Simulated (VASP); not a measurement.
# Ga3O2 (P4/mmm) in VASP: further runs

Ga3O2 is run at these levels: PBE; tasks: single point, relaxation of cell and atoms.

Program: VASP 6.6.1. These are calculated values, not measurements. Logs are shortened: lines on timing, memory, paths and dates and some standing lists are left out, and cuts for length are marked.

## (1) The cell of the first run

The structure is tetragonal, space group P4/mmm (No. 123). Conventional cell: a = 3.985 Å, b = 3.985 Å, c = 6.551 Å, α = 90.00°, β = 90.00°, γ = 90.00°. Within 2.6 Å of Ga (site symmetry 4/mmm) lie 4 O at 1.99 Å. Ga (site symmetry 4mm) has 4 O at 2.57 Å and 6 Ga at 3.24 to 3.31 Å within 3.4 Å. O (site symmetry mmm) has 6 Ga at 1.99 to 2.57 Å within 2.6 Å.

The cell was generated, and may not be a known phase.

## (2) Single point, PBE

The input, INCAR:

```
SYSTEM = Ga3O2
PREC = Accurate ; ENCUT = 520
EDIFF = 1E-6 ; ISMEAR = 0
SIGMA = 0.1 ; LREAL = .False.
LASPH = .True. ; NELM = 60
ALGO = Normal ; ISIF = 2
LWAVE = .False. ; LCHARG = .True.
GGA = PE ; LELF = .True.
LVHAR = .True. ; NBANDS = 34
```

The input, KPOINTS:

```
regular mesh
0
Gamma
  10 10 6
  0 0 0
```

The input, POSCAR:

```
Ga3O2
1.0
    3.9854878248      0.0000000000      0.0000000000
    0.0000000000      3.9854878248      0.0000000000
    0.0000000000      0.0000000000      6.5511121211
Ga O
3 2
Direct
    0.5000000000      0.5000000000      0.5000000000
    0.0000000000      0.0000000000      0.2528579924
    0.0000000000      0.0000000000      0.7471420076
    0.0000000000      0.5000000000      0.5000000000
    0.5000000000      0.0000000000      0.5000000000
```

Potentials or basis: VASP PAW PBE potentials, release 64 (Ga_d, O).

The run is started by

```bash
$ cat potpaw_PBE.64/Ga_d/POTCAR potpaw_PBE.64/O/POTCAR > POTCAR
$ mpirun -np 1 vasp_std > vasp.out
```

OUTCAR:

```text
SYSTEM = Ga3O2
   PREC = Accurate
   ENCUT = 520
   EDIFF = 1E-6
   ISMEAR = 0
   LREAL = .False.
   LASPH = .True.
   NELM = 60
   ISIF = 2
   GGA = PE

 ion  position               nearest neighbor table
   1  0.500  0.500  0.500-   4 1.99   5 1.99   5 1.99   4 1.99
   2  0.000  0.000  0.253-
   3  0.000  0.000  0.747-
   4  0.000  0.500  0.500-   1 1.99   1 1.99
   5  0.500  0.000  0.500-   1 1.99   1 1.99

  LATTYP: Found a simple tetragonal cell.
 ALAT       =     3.9854878248
 C/A-ratio  =     1.6437415968

  Lattice vectors:

 A1 = (   3.9854878248,   0.0000000000,   0.0000000000)
 A2 = (   0.0000000000,   3.9854878248,   0.0000000000)
 A3 = (   0.0000000000,   0.0000000000,   6.5511121211)

Analysis of symmetry for initial positions (statically):
=====================================================================
 Subroutine PRICEL returns:
 Original cell was already a primitive cell.

 Routine SETGRP: Setting up the symmetry group for a
 simple tetragonal supercell.

 Subroutine GETGRP returns: Found 16 space group operations
 (whereof 16 operations were pure point group operations)
 out of a pool of 16 trial point group operations.

The static configuration has the point symmetry D_4h.

Analysis of symmetry for dynamics (positions and initial velocities):
=====================================================================
 Subroutine PRICEL returns:
 Original cell was already a primitive cell.

 Routine SETGRP: Setting up the symmetry group for a
 simple tetragonal supercell.

 Subroutine GETGRP returns: Found 16 space group operations
 (whereof 16 operations were pure point group operations)
 out of a pool of 16 trial point group operations.

The dynamic configuration has the point symmetry D_4h.

 Subroutine INISYM returns: Found 16 space group operations
 (whereof 16 operations are pure point group operations),
 and found     1 'primitive' translations

----------------------------------------------------------------------------------------

                                     Primitive cell

  volume of cell :     104.0586

  direct lattice vectors                    reciprocal lattice vectors
     3.985487825  0.000000000  0.000000000     0.250910314  0.000000000  0.000000000
     0.000000000  3.985487825  0.000000000     0.000000000  0.250910314  0.000000000
[... 91 lines left out ...]
   EDIFF  = 0.1E-05   stopping-criterion for ELM
   LREAL  =      F    real-space projection
   EDIFFG = 0.1E-04   stopping-criterion for IOM
   NSW    =      0    number of steps for IOM
   IBRION =     -1    ionic relax: 0-MD 1-quasi-New 2-CG
   NFREE  =      0    steps in history (QN), initial steepest desc. (CG)
   ISIF   =      2    stress and relaxation
   ISYM   =      2    0-nonsym 1-usesym 2-fastsym
   POTIM  = 0.5000    time-step for ionic-motion
   TEBEG  =    0.0;   TEEND  =   0.0 temperature during run
   PSTRESS=    0.0 pullay stress
   NELECT =      51.0000    total number of electrons
   NUPDOWN=      -1.0000    fix difference up-down
   EMIN   =  10.00;   EMAX   =-10.00  energy-range for DOS
   EFERMI =   0.00;   METHOD = LEGACY
   ISMEAR =     0;   SIGMA  =   0.10  broadening in eV -4-tet -1-fermi 0-gaus
   EFERMI_NEDOS =   21; number of points for ismear=-14 and -15
   IALGO  =     38    algorithm
   IMIX   =      4    mixing-type and parameters
     AMIX     =   0.40;   BMIX     =  1.00
     AMIX_MAG =   1.60;   BMIX_MAG =  1.00
  volume/ion in A,a.u.               =      20.81       140.44
  Fermi-wavevector in a.u.,A,eV,Ry     =   1.290740  2.439146 22.667451  1.666011
  Thomas-Fermi vector in A             =   2.422553
   LORBIT       =      0    0 simple, 1 ext, 2 COOP (PROOUT), +10 PAW based schemes
   GGA     = PE    functional components
   LHFCALC =     F    Hartree Fock is set to
   AEXX    =    0.0000 exact exchange contribution
   IVDW    =     0    specifies the selected vdW correction
   LEPSILON=     F    determine dielectric tensor
   LRPA    =     F    only Hartree local field effects (RPA)
 non-spin polarized calculation
 Gauss-broadening in eV      SIGMA  =   0.10
  energy-cutoff  :      520.00
  volume of cell :      104.06
 maximum number of plane-waves:      2842
 NGX is ok and might be reduce to    30
   NGX = 15   NGY = 15   NGZ = 25

 number of electron      50.9999980 magnetization

 Free energy of the ion-electron system (eV)
  ---------------------------------------------------
  ext. energy  EPLUGINS =         0.00000000
  ---------------------------------------------------
  free energy    TOTEN  =       -21.38621922 eV

  energy without entropy =      -21.37737685  energy(sigma->0) =      -21.38179803

 E-fermi :   3.0478     XC(G=0):  -8.8517

 val. band max:        3.0404644886   @ k =   0.4000   0.1000   0.3333
 cond. band min:       3.0589632755   @ k =   0.3000   0.1000   0.1667
 fundamental gap:      0.0184987868
 Fermi energy:         3.0477893130

 k-point     1 :       0.0000    0.0000    0.0000
  band No.  band energies     occupation
      1     -17.0959      2.00000
      2     -16.0607      2.00000
      3     -12.4641      2.00000
      4     -12.4641      2.00000
      5     -12.3647      2.00000
      6     -12.3035      2.00000
[... 877 lines left out ...]
     33       9.3046      0.00000
     34       9.9738      0.00000

 [... further k-points ...]

------------------------ aborting loop because EDIFF is reached ----------------------------------------

  FORCE on cell =-STRESS in cart. coord.  units (eV):
  Direction    XX          YY          ZZ          XY          YZ          ZX
  --------------------------------------------------------------------------------------
  -------------------------------------------------------------------------------------
  Total        0.2010494      0.2010494      0.0034664      0.0000000      0.0000000      0.0000000
  in kB        3.0955323      3.0955323      0.0533720      0.0000000      0.0000000      0.0000000
  external PRESSURE =       2.0814789 kB  Pullay stress =       0.0000000 kB

 VOLUME and BASIS-vectors are now :
 -----------------------------------------------------------------------------
  energy-cutoff  :      520.00
  volume of cell :      104.06
      direct lattice vectors                 reciprocal lattice vectors
     3.985487825  0.000000000  0.000000000     0.250910314  0.000000000  0.000000000
     0.000000000  3.985487825  0.000000000     0.000000000  0.250910314  0.000000000
     0.000000000  0.000000000  6.551112121     0.000000000  0.000000000  0.152645838

 POSITION                                       TOTAL-FORCE (eV/Angst)
 -----------------------------------------------------------------------------------
      1.99274      1.99274      3.27556         0.000000      0.000000      0.000000
      0.00000      0.00000      1.65650         0.000000     -0.000000     -0.015411
      0.00000      0.00000      4.89461         0.000000      0.000000      0.015411
      0.00000      1.99274      3.27556         0.000000      0.000000      0.000000
      1.99274      0.00000      3.27556         0.000000      0.000000      0.000000
 -----------------------------------------------------------------------------------
    total drift:                                0.000000      0.000000      0.000000

  FREE ENERGIE OF THE ION-ELECTRON SYSTEM (eV)
  ---------------------------------------------------
  free  energy   TOTEN  =       -21.3862192214 eV

  energy  without entropy=      -21.3773768466  energy(sigma->0) =      -21.38179803
```

stdout:

```text
POSCAR found type information on POSCAR GaO
 POSCAR found :  2 types and       5 ions
 scaLAPACK will be used
 LDA part: xc-table for (Slater+PW92), standard interpolation
 POSCAR, INCAR and KPOINTS ok, starting setup
 FFT: planning ... GRIDC
 FFT: planning ... GRID_SOFT
 FFT: planning ... GRID
 WAVECAR not read
 entering main loop
```

Wall time 5.8 min (1 thread of Intel Xeon Platinum 8375C at 2.90GHz (Ice Lake), shared host); peak memory 0.36 GiB.

What came out:

- Free energy: -21.3862 eV
- Pressure: 0.2 GPa
- Largest force: 0.015 eV/Å
- Band gap on the k mesh: zero (an odd number of electrons rules out a gap without spin polarisation)

Forces in eV/Å, atoms in the order of the input:
```
Ga   0.000  0.000  0.000
Ga   0.000  0.000 -0.015
Ga   0.000  0.000  0.015
O    0.000  0.000  0.000
O    0.000  0.000  0.000
```

Caveat: an odd number of electrons without spin polarisation forces a metal; a magnetic or distorted state may lie lower.

## (3) Single point, PBE, collinear spin, ferromagnetic start

This run uses another cell than the first one, of 21.07 Å³/atom.

The input, INCAR:

```
ALGO = Normal ; EDIFF = 1E-6
ENCUT = 520 ; GGA = PE
ISIF = 2 ; ISMEAR = 0
ISPIN = 2 ; LASPH = True
LCHARG = True ; LELF = True
LORBIT = 11 ; LREAL = False
LVHAR = True ; LWAVE = False
MAGMOM = 0 0 0 1 1 ; NBANDS = 38
NELM = 150 ; PREC = Accurate
SIGMA = 0.1
```

The input, KPOINTS:

```
k-points
0
Gamma
  4 4 4
```

The input, POSCAR:

```
Ga3O2
1.0
    4.0086992450      0.0000000000      0.0000000000
    0.0000000000      4.0086992450      0.0000000000
    0.0000000000      0.0000000000      6.5550998692
Ga O
3 2
Direct
    0.5000000000      0.5000000000      0.5000000000
    0.0000000000      0.0000000000      0.2572815697
    0.0000000000      0.0000000000      0.7427184303
    0.0000000000      0.5000000000      0.5000000000
    0.5000000000      0.0000000000      0.5000000000
```

Potentials or basis: VASP PAW PBE potentials, release 64 (Ga_d, O).

The run is started by

```bash
$ cat potpaw_PBE.64/Ga_d/POTCAR potpaw_PBE.64/O/POTCAR > POTCAR
$ mpirun -np 1 vasp_std > vasp.out
```

It took 3.1 min on 1 thread of Intel Xeon Platinum 8375C at 2.90GHz (Ice Lake), shared host; peak memory 0.29 GiB.

It converged, with:

```yaml
Free_energy: -21.3654 eV
Pressure: 0.2 GPa
Largest_force: 0.009 eV/Å
Net_moment: 0.00 μB per cell
Valence_electrons_inside_the_program's_atomic_spheres: Ga 11.53, 11.39 (each value once); O 4.94
```

Forces in eV/Å, atoms in the order of the input:
```
Ga   0.000  0.000  0.000
Ga   0.000  0.000 -0.009
Ga   0.000  0.000  0.009
O    0.000  0.000  0.000
O    0.000  0.000  0.000
```

Levels at points of the mesh, in eV from the Fermi level:
Spin up:
| k point | band 23 | band 24 | band 25 | band 26 | band 27 | band 28 |
| --- | --- | --- | --- | --- | --- | --- |
| (0.00, 0.00, 0.00) | -3.49 | -3.49 | -1.68 | -1.29 | -0.02 | 3.63 |
| (0.50, 0.00, 0.00) | -4.29 | -3.33 | -1.60 | -0.53 | 1.36 | 2.21 |
| (0.50, 0.50, 0.00) | -2.97 | -2.81 | -2.50 | 0.36 | 0.36 | 0.90 |
| (0.00, 0.00, 0.50) | -3.49 | -3.49 | -3.07 | -1.50 | 2.51 | 2.88 |
| (0.50, 0.00, 0.50) | -4.28 | -2.75 | -1.92 | 0.28 | 0.49 | 3.28 |
| (0.50, 0.50, 0.50) | -2.97 | -2.50 | -1.09 | 0.58 | 1.41 | 1.41 |
Spin down:
| k point | band 21 | band 22 | band 23 | band 24 | band 25 | band 26 | band 27 | band 28 | band 29 | band 30 |
| --- | --- | --- | --- | --- | --- | --- | --- | --- | --- | --- |
| (0.00, 0.00, 0.00) | -6.02 | -3.55 | -3.49 | -3.49 | -1.68 | -1.29 | -0.02 | 3.63 | 3.63 | 3.87 |
| (0.50, 0.00, 0.00) | -5.74 | -5.12 | -4.29 | -3.33 | -1.60 | -0.53 | 1.36 | 2.21 | 2.68 | 4.43 |
| (0.50, 0.50, 0.00) | -4.52 | -3.42 | -2.97 | -2.81 | -2.50 | 0.36 | 0.36 | 0.90 | 2.61 | 3.52 |
| (0.00, 0.00, 0.50) | -4.99 | -3.55 | -3.49 | -3.49 | -3.07 | -1.50 | 2.51 | 2.88 | 2.88 | 3.29 |
| (0.50, 0.00, 0.50) | -6.07 | -5.20 | -4.28 | -2.75 | -1.92 | 0.28 | 0.49 | 3.28 | 3.51 | 3.70 |
| (0.50, 0.50, 0.50) | -4.58 | -4.53 | -2.97 | -2.50 | -1.09 | 0.58 | 1.41 | 1.41 | 1.84 | 1.84 |

Caveat: the k points lie up to 0.39 Å⁻¹ apart.

## (4) Relaxation of cell and atoms, PBE

This run uses another cell than the first one, of 17.36 Å³/atom.

The input, INCAR:

```
ALGO = Normal
EDIFF = 1E-6
EDIFFG = -0.04
ENCUT = 600
GGA = PE
IBRION = 2
ISIF = 3
ISMEAR = 0
LASPH = True
LCHARG = False
LREAL = False
LWAVE = False
NELM = 60
NSW = 90
PREC = Accurate
SIGMA = 0.1
```

The input, KPOINTS:

```
k-points
0
Gamma
  6 6 4
```

The input, POSCAR:

```
Ga3O2
1.0
    3.6176793000      0.0000000000      0.0000000000
    0.0000000000      3.6176793000      0.0000000000
    0.0000000000      0.0000000000      6.6330169600
Ga O
3 2
Direct
    0.5000000000      0.5000000000      0.5000000000
    0.0000000000      0.0000000000      0.2436423800
    0.0000000000      0.0000000000      0.7563576200
    0.0000000000      0.5000000000      0.5000000000
    0.5000000000      0.0000000000      0.5000000000
```

The run is started by

```bash
$ cat potpaw_PBE.64/Ga_d/POTCAR potpaw_PBE.64/O/POTCAR > POTCAR
$ mpirun -np 1 vasp_std > vasp.out
```

It took 18 min on 1 thread of Intel Xeon Platinum 8375C at 2.90GHz (Ice Lake), shared host; peak memory 0.26 GiB.

The run converged. Its results:

```yaml
Free_energy: -21.3930 eV
Relaxed_volume: 21.00 Å³/atom
Relaxed_cell: a = 4.025 Å, b = 4.025 Å, c = 6.482 Å, α = 90.00°, β = 90.00°, γ = 90.00°
Space_group_after_relaxing_to_0.1_Å: P4/mmm (No. 123)
Energy_gained_by_relaxing: 157.8 meV/atom
Ionic_steps: 15
Pressure_after_relaxing: -0.1 GPa
Largest_force_after_relaxing: 0.016 eV/Å
Band_gap_on_the_k_mesh: zero (an odd number of electrons rules out a gap without spin polarisation)
```

Forces in eV/Å, atoms in the order of the input:
```
Ga   0.000  0.000  0.000
Ga   0.000  0.000  0.016
Ga   0.000  0.000 -0.016
O    0.000  0.000  0.000
O    0.000  0.000  0.000
```

Stress tensor (GPa, compression positive):
```
-0.27  0.00  0.00
 0.00 -0.27  0.00
 0.00  0.00  0.09
```

The path:
| step | energy change (eV) | largest force (eV/Å) | pressure (GPa) | volume (Å³) |
| --- | --- | --- | --- | --- |
| 1 | 0.0000 | 1.3173 | 13.72 | 86.81 |
| 2 | -0.6510 | 0.5319 | -2.45 | 106.76 |
| 3 | -0.6898 | 0.1976 | 0.02 | 101.88 |
| 4 | -0.6903 | 0.2412 | -0.30 | 102.41 |
| 5 | -0.7127 | 0.2243 | -0.16 | 102.17 |
| 6 | -0.7489 | 0.2017 | 0.20 | 101.53 |
| 7 | -0.7527 | 0.0506 | 0.73 | 99.91 |
| 8 | -0.7660 | 0.2000 | 0.64 | 100.84 |
| 9 | -0.7668 | 0.1590 | 0.77 | 100.51 |
| 10 | -0.7703 | 0.1341 | -0.50 | 103.12 |
| 11 | -0.7722 | 0.1454 | -0.04 | 102.11 |
| 12 | -0.7821 | 0.0431 | 0.18 | 102.70 |
| 13 | -0.7860 | 0.0520 | 0.49 | 103.28 |
| 14 | -0.7883 | 0.0442 | -0.37 | 105.78 |
| 15 | -0.7889 | 0.0161 | -0.15 | 105.02 |

Final structure:
```yaml
crystal:
  lattice:
    - [4.02519, 0.00000, 0.00000]
    - [0.00000, 4.02519, 0.00000]
    - [0.00000, 0.00000, 6.48197]
  atoms:
    - { symbol: Ga, position: [0.50000, 0.50000, 0.50000] }
    - { symbol: Ga, position: [0.00000, 0.00000, 0.25574] }
    - { symbol: Ga, position: [0.00000, 0.00000, 0.74426] }
    - { symbol: O, position: [0.00000, 0.50000, 0.50000] }
    - { symbol: O, position: [0.50000, 0.00000, 0.50000] }
```

Levels at points of the mesh, in eV from the Fermi level:
```
           k point  band 22  band 23  band 24  band 25  band 26  band 27  band 28  band 29  band 30
(0.00, 0.00, 0.00)    -3.60    -3.56    -3.56    -1.80    -1.28    -0.13     3.58     3.58     3.80
(0.50, 0.00, 0.00)    -5.14    -4.35    -3.44    -1.63    -0.61     1.33     2.10     2.55     4.39
(0.50, 0.50, 0.00)    -3.45    -3.05    -2.95    -2.59     0.26     0.26     0.87     2.49     3.53
(0.00, 0.00, 0.50)    -3.61    -3.56    -3.56    -3.15    -1.62     2.51     2.76     2.76     3.19
(0.50, 0.00, 0.50)    -5.24    -4.34    -2.85    -1.93     0.20     0.45     3.24     3.43     3.56
(0.50, 0.50, 0.50)    -4.62    -3.05    -2.59    -1.10     0.52     1.38     1.38     1.74     1.74
```

Caveat: the volume moved by over 15 % at a fixed basis, so the end points are rough; an odd number of electrons without spin polarisation forces a metal; a magnetic or distorted state may lie lower.

## (5) The runs side by side

```csv
task,spin,cell,k mesh,cutoff (eV),gap on the mesh (eV),pressure (GPa),largest force (eV/Å)
single point,off,"a = 3.985, b = 3.985, c = 6.551 Å, 5 atoms, atomic positions A",10 × 10 × 6,520,none,0.2,0.02
single point,"collinear, ferromagnetic start","a = 4.009, b = 4.009, c = 6.555 Å, 5 atoms, atomic positions B",4 × 4 × 4,520,none,0.2,0.01
relaxation of cell and atoms,off,"relaxed from a = 3.618, b = 3.618, c = 6.633 Å, 5 atoms, atomic positions C",6 × 6 × 4,600,none,-0.1,0.02
```

Alike in all rows: level PBE; potentials or basis VASP PAW PBE potentials, release 64 (Ga_d, O); smearing gaussian 0.1 eV.

Caveats: some runs use coarse meshes; an odd number of electrons without spin polarisation forces a metal (at least some runs); a magnetic or distorted state may lie lower (at least some runs); the volume moved by over 15 % at a fixed basis, so the end points are rough (at least some runs).

Total energies depend on the potentials used, so only differences within one code and one set of settings carry meaning.

The gap in the log of VASP goes by the Fermi energy; the results here count the filled bands.